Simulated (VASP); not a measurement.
Write the native input for VASP 6.6.1 that does the following.

| Property | Result |
| --- | --- |
| Task | single point |
| Functional | PBE |
| Potentials or basis | VASP PAW PBE potentials, release 64 (Ga_d, O) |
| Cutoff | 520 eV |
| k mesh | 6 × 6 × 6 |
| Occupations | gaussian, width 0.02 eV |
| Spin | no spin polarisation |
| Dipole correction | no |
| Further INCAR settings | ALGO = Normal; EDIFF = 1e-06; NBANDS = 55 |

The structure of Ga2O3 (kpat) lies in POSCAR:

```
Ga2O3
1.0
    2.4749501535      1.4289131374      4.4353549177
   -2.4749501535      1.4289131374      4.4353549177
    0.0000000000     -2.8578262748      4.4353549177
Ga O
4 6
Direct
    0.8559483354      0.8559483354      0.8559483354
    0.6440516646      0.6440516646      0.6440516646
    0.1440516646      0.1440516646      0.1440516646
    0.3559483354      0.3559483354      0.3559483354
    0.0531162131      0.4468837869      0.7500000000
    0.7500000000      0.0531162131      0.4468837869
    0.4468837869      0.7500000000      0.0531162131
    0.9468837869      0.5531162131      0.2500000000
    0.2500000000      0.9468837869      0.5531162131
    0.5531162131      0.2500000000      0.9468837869
```

This cell differs from its parent crystal: strained cell.

The input as run:

INCAR

```
SYSTEM = Ga2O3
PREC = Accurate ; ENCUT = 520
EDIFF = 1E-6 ; ISMEAR = 0
SIGMA = 0.02 ; LREAL = .FALSE.
LASPH = .TRUE. ; NELM = 100
ALGO = Normal ; ISIF = 2
LWAVE = .FALSE. ; LCHARG = .TRUE.
GGA = PE ; LELF = .TRUE.
LVHAR = .TRUE. ; NBANDS = 55
```

KPOINTS

```
Automatic mesh
0
G
  6 6 6
  0 0 0
```

Potentials or basis: VASP PAW PBE potentials, release 64 (Ga_d, O).

Launch:

```sh
$ cat potpaw_PBE.64/Ga_d/POTCAR potpaw_PBE.64/O/POTCAR > POTCAR
$ mpirun -np 1 vasp_std > vasp.out
```

Results of the run:

```
Pressure               : 16.6 GPa
Largest force          : 0.022 eV/Å
Band gap on the k mesh : 3.10 eV, indirect (least direct gap 3.37 eV)
```

Caveat: the cell differs from its parent crystal (strained cell).

It took 3.9 min on 1 thread of AMD EPYC 7R13 Processor (Zen 3) (shared host), peak memory 0.27 GiB.
